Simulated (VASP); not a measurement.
Set up this calculation in VASP 6.6.1, as the native input.

| Item | Value |
| --- | --- |
| Task | single point |
| Functional | PBE |
| Potentials or basis | VASP PAW PBE potentials, release 64 (Hf_pv) |
| Cutoff | 520 eV |
| k mesh | 8 × 8 × 11 |
| Occupations | fermi-dirac, width 0.08 eV |
| Spin | no spin polarisation |
| Dipole correction | no |
| Further INCAR settings | ALGO = Normal; EDIFF = 1e-06; NBANDS = 22 |

The structure of Hf lies in POSCAR:

```
Hf
1.0
    3.7627414467      0.0000000000      0.0000000000
   -1.8813707234      3.2586296807      0.0000000000
    0.0000000000      0.0000000000      2.1858552261
Hf
3
Direct
    0.0000000000      0.0000000000      0.0000000000
    0.3333333333      0.6666666667      0.5000000000
    0.6666666667      0.3333333333      0.5000000000
```

This isn't the form of Hf at room conditions, which is hcp.

One way to write it, as run:

INCAR

```
  PREC = Accurate
  ENCUT = 520
  EDIFF = 1E-6
  ISMEAR = -1
  SIGMA = 0.08
  LREAL = F
  LASPH = T
  NELM = 60
  ALGO = Normal
  ISIF = 2
  LWAVE = F
  LCHARG = F
  GGA = PE
  NBANDS = 22
```

KPOINTS

```
Automatic mesh
0
Gamma
  8 8 11
```

Potentials or basis: VASP PAW PBE potentials, release 64 (Hf_pv).

The run is started by

```sh
$ cat potpaw_PBE.64/Hf_pv/POTCAR > POTCAR
$ mpirun -np 1 vasp_std > vasp.out
```

It gave:

```yaml
Pressure: 495.6 GPa
Band_gap_on_the_k_mesh: zero (bands 15 and 16 overlap by 3.60 eV)
```

Caveat: the cell stands under pressure; spin-orbit coupling is left out, which moves the levels of the heavy elements.

Run time: 44 s on 1 thread of Intel Xeon 8259CL (shared host), peak memory 0.15 GiB.
